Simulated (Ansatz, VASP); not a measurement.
PbSe in VASP and in Ansatz

File POSCAR:

```
PbSe
1.0
    5.1741302626      0.0000000000      0.0000000000
   -2.5870651313      4.4809282499      0.0000000000
    0.0000000000      0.0000000000      6.2132838893
Pb Se
2 2
Direct
    0.3333333333      0.6666666667      0.2500000000
    0.6666666667      0.3333333333      0.7500000000
    0.6666666667      0.3333333333      0.2500000000
    0.3333333333      0.6666666667      0.7500000000
```

File INCAR.step1:

```
SYSTEM = PbSe
ALGO = Normal
EDIFF = 1E-4
ENCUT = 520
GGA = PE
ISMEAR = 0
LASPH = .TRUE.
LCHARG = .FALSE.
LREAL = .FALSE.
LWAVE = .TRUE.
NBANDS = 28
NELM = 60
PREC = Accurate
SIGMA = 0.01
```

File INCAR.step2:

```
SYSTEM = PbSe
ALGO = Normal
EDIFF = 1E-7
ENCUT = 520
ISIF = 2
ISMEAR = 0
ISTART = 1
LASPH = .TRUE.
LCHARG = .FALSE.
LMIXTAU = .TRUE.
LREAL = .FALSE.
LWAVE = .FALSE.
METAGGA = R2SCAN
NBANDS = 28
NELM = 60
PREC = Accurate
SIGMA = 0.01
```

File KPOINTS:

```
k-points
0
G
  6 6 4
  0 0 0
```

Input for Ansatz:

```yaml
crystal:
  lattice:
    - [5.1741302626, 0.0, 0.0]
    - [-2.5870651313, 4.4809282499, 0.0]
    - [0.0, 0.0, 6.2132838893]
  atoms:
    - { symbol: Pb, position: [0.3333333333, 0.6666666667, 0.25] }
    - { symbol: Pb, position: [0.6666666667, 0.3333333333, 0.75] }
    - { symbol: Se, position: [0.6666666667, 0.3333333333, 0.25] }
    - { symbol: Se, position: [0.3333333333, 0.6666666667, 0.75] }
kpoints:
  mp_grid: { grid: [6, 6, 4] }
  band_path:
    path:
      - [0.0, 0.0, 0.0]
      - [0.5, 0.0, 0.0]
      - [0.3333333333, 0.3333333333, 0.0]
      - [0.0, 0.0, 0.5]
      - [0.5, 0.0, 0.5]
      - [0.3333333333, 0.3333333333, 0.5]
    npoints: 1
hamiltonian:
  xc: r2scan
scf:
  occupations: { method: fixed }
  n_extra_bands: 5
output:
  forces: true
  stress: true
  eigenvalues: true
```

Alike in both runs: task single point; functional r2SCAN; k mesh 6 × 6 × 4; no spin polarisation.

```csv
,VASP,Ansatz
version,VASP 6.6.1,Ansatz 0.2.0
potentials or method,"VASP PAW PBE potentials, release 64 (Pb_d, Se)","plane waves, PAW"
plane-wave cutoff (eV),520,500
occupations,"gaussian, width 0.01 eV",fixed
valence electrons in the cell,40,60
```

|  | VASP | Ansatz | Ansatz less VASP |
| --- | --- | --- | --- |
| gap on the k mesh at the Fermi level (eV) | 1.48 | 1.48 | -0.002 |
| pressure (GPa) | 0.0 | 0.0 | -0.01 |

VASP's potentials were made for PBE, not for r2SCAN. VASP's potentials hold 40 valence electrons a cell and Ansatz's 60, so a difference there can come from the potentials and not from the codes.

Neither program's run includes spin-orbit coupling.
